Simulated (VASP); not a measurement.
Runs of VASP 6.6.1 on W. The structure is that of space group Fm-3m (No. 225), or close to it. The cells are those of the table. This isn't the form of W at room conditions, which is bcc.

```tsv
level	k mesh	cutoff (eV)	smearing	dipole correction	grid for exact exchange (PRECFOCK)	share of exact exchange	screening parameter	tolerance level	gap on the mesh (eV)	pressure (GPa)
PBEsol-based screened hybrid with 25 % exact exchange	6 × 6 × 6	520	fermi-dirac 0.05 eV	no	Normal	0.25	0.207 1/Å	-	none	-14.5
PBE-based screened hybrid with 25 % exact exchange	6 × 6 × 6	520	fermi-dirac 0.05 eV	no	Normal	0.25	0.3 1/Å	-	none	(a)
PBE	15 × 15 × 15	260	tetrahedron 0.1 eV	-	-	-	-	screening	none	-
PBE	34 × 34 × 34	450	tetrahedron 0.1 eV	-	-	-	-	screening	none	-
B3LYP	6 × 6 × 6	520	fermi-dirac 0.05 eV	no	Normal	0.2	-	-	none	0.6
```

Alike in all rows: task single point; potentials or basis VASP PAW PBE potentials, release 64 (W_sv); no spin polarisation; cell a = 2.871 Å, angles 60.0°, 1 atom.

Problem. Estimate the missing entries.

Solution. (a) -8.9.

Caveats: some runs use coarse meshes; spin-orbit coupling is left out, which moves the levels of the heavy elements; the PAW data sets were made with another functional, which shifts forces and pressure a little (at least some runs); tetrahedron occupations give inexact forces and stress in metals (at least some runs); the cutoff is under 1.25 times the usual one of these potentials, so pressure, stress and relaxed cells hold a basis-set (Pulay) error (at least some runs).

A k mesh can miss the band edges, and the runs leave out spin-orbit coupling on W.

A gap of «none» marks levels without a gap at the run's occupations.
